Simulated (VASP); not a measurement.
Here is a VASP 6.6.1 calculation.

Contents of INCAR:

```
SYSTEM = H2Os3
PREC = Accurate
ENCUT = 600
EDIFF = 1E-6
ISMEAR = 0
SIGMA = 0.1
LREAL = .FALSE.
LASPH = .TRUE.
NELM = 80
ALGO = Normal
ISIF = 3
LWAVE = .FALSE.
LCHARG = .FALSE.
GGA = PE
IBRION = 2
NSW = 90
EDIFFG = -0.04
```

File KPOINTS:

```
regular mesh
0
G
  6 6 6
  0 0 0
```

POSCAR

```
H2Os3
1.0
    4.2550035563      0.0000000000      0.0000000000
   -2.1275017781      3.6849411729      0.0000000000
    0.0000000000      0.0000000000      3.3934139916
H Os
2 3
Direct
    0.3333333333      0.6666666667      0.5000000000
    0.6666666667      0.3333333333      0.5000000000
    0.0000000000      0.0000000000      0.5000000000
    0.3333333333      0.6666666667      0.0000000000
    0.6666666667      0.3333333333      0.0000000000
```

Potentials or basis: VASP PAW PBE potentials, release 64 (H, Os).

Launch:

```sh
$ cat potpaw_PBE.64/H/POTCAR potpaw_PBE.64/Os/POTCAR > POTCAR
$ mpirun -np 1 vasp_std > vasp.out
```

Question: Estimate the relaxed cell.

Answer: a = 4.256 Å, b = 4.256 Å, c = 3.382 Å, α = 90.00°, β = 90.00°, γ = 120.00°.

Question: Predict the space group after relaxing (to 0.1 Å).

Answer: P6/mmm (No. 191).

Question: Estimate the relaxed volume.

Answer: 10.61 Å³/atom.

Step by step:
```tsv
step	energy change (eV)	largest force (eV/Å)	pressure (GPa)	volume (Å³)
1	0.0000	0.0000	-0.33	53.21
2	-0.0004	0.0000	0.48	53.04
```
